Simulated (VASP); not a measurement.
A run of VASP 6.6.1 is set up as follows.

INCAR

```
SYSTEM = WS2
PREC = Accurate
ENCUT = 520
EDIFF = 1E-7
ISMEAR = 0
SIGMA = 0.02
LREAL = .False.
LASPH = .True.
NELM = 100
ALGO = Normal
ISIF = 2
LWAVE = .False.
LCHARG = .False.
GGA = PE
IVDW = 12
NBANDS = 35
```

KPOINTS

```
regular mesh
0
Gamma
  12 12 4
  0 0 0
```

Contents of POSCAR:

```
WS2
1.0
    3.1653217883      0.0000000000      0.0000000000
   -1.5826608942      2.7412490798      0.0000000000
    0.0000000000      0.0000000000     12.4166171063
W S
2 4
Direct
    0.3333333333      0.6666666667      0.2500000000
    0.6666666667      0.3333333333      0.7500000000
    0.3333333333      0.6666666667      0.6232581797
    0.6666666667      0.3333333333      0.1232581797
    0.3333333333      0.6666666667      0.8767418203
    0.6666666667      0.3333333333      0.3767418203
```

Potentials or basis: VASP PAW PBE potentials, release 64 (W_sv, S).

Run with:

```bash
$ cat potpaw_PBE.64/W_sv/POTCAR potpaw_PBE.64/S/POTCAR > POTCAR
$ mpirun -np 1 vasp_std > vasp.out
```

(1) Predict the dispersion energy per atom.

(2) Estimate the band gap on the k mesh.

(3) Predict the pressure.

Answers

(1) -0.421 eV.

(2) 1.03 eV (least direct gap 1.81 eV).

(3) -1.3 GPa.

Caveat: spin-orbit coupling is left out, which moves the levels of the heavy elements.
